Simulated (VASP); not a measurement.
A run of VASP 6.6.1:

The input INCAR:

```
SYSTEM = Si4Mo2N
ALGO     = Normal         ! electronic algorithm
DIPOL    = 0.5 0.5 0.361
EDIFF    = 1E-6           ! SCF threshold, eV
ENCUT    = 520            ! plane-wave cutoff, eV
GGA      = PE             ! functional
IDIPOL   = 3            
ISIF     = 2              ! what is computed and relaxed
ISMEAR   = 0              ! smearing method
LASPH    = .TRUE.         ! aspherical terms in the spheres
LCHARG   = .FALSE.        ! write CHGCAR
LDIPOL   = .TRUE.       
LREAL    = .FALSE.        ! projectors in reciprocal space
LWAVE    = .FALSE.        ! write WAVECAR
NBANDS   = 34             ! bands
NELM     = 100            ! most SCF steps
PREC     = Accurate       ! precision mode
SIGMA    = 0.1            ! smearing width, eV
```

Contents of KPOINTS:

```
k-points
0
G
  8 8 1
  0 0 0
```

File POSCAR:

```
Si4Mo2N
1.0
    3.2169717285      0.0000000000      0.0000000000
    0.0000000000      3.2169717285      0.0000000000
    0.0000000000      0.0000000000     21.8787970046
Si Mo N
4 2 1
Direct
    0.0000000000      0.0000000000      0.1828254085
    0.0000000000      0.0000000000      0.3015081460
    0.5000000000      0.5000000000      0.3593659936
    0.5000000000      0.5000000000      0.4743769505
    0.5000000000      0.5000000000      0.2421667772
    0.0000000000      0.0000000000      0.4192862006
    0.5000000000      0.6250000000      0.5488643228
```

Potentials or basis: VASP PAW PBE potentials, release 64 (Si, Mo_sv, N).

Run with:

```sh
$ cat potpaw_PBE.64/Si/POTCAR potpaw_PBE.64/Mo_sv/POTCAR potpaw_PBE.64/N/POTCAR > POTCAR
$ mpirun -np 1 vasp_std > vasp.out
```

Hardware: 1 thread of AMD EPYC 9R45 96-Core Processor (Zen 5) (shared host).

Q: How long does it take, and how much memory?

A: Run time: 3.4 min on 1 thread of AMD EPYC 9R45 96-Core Processor (Zen 5), with other jobs on the host, peak memory 0.37 GiB. Counts: scf iterations 35, k points 25.
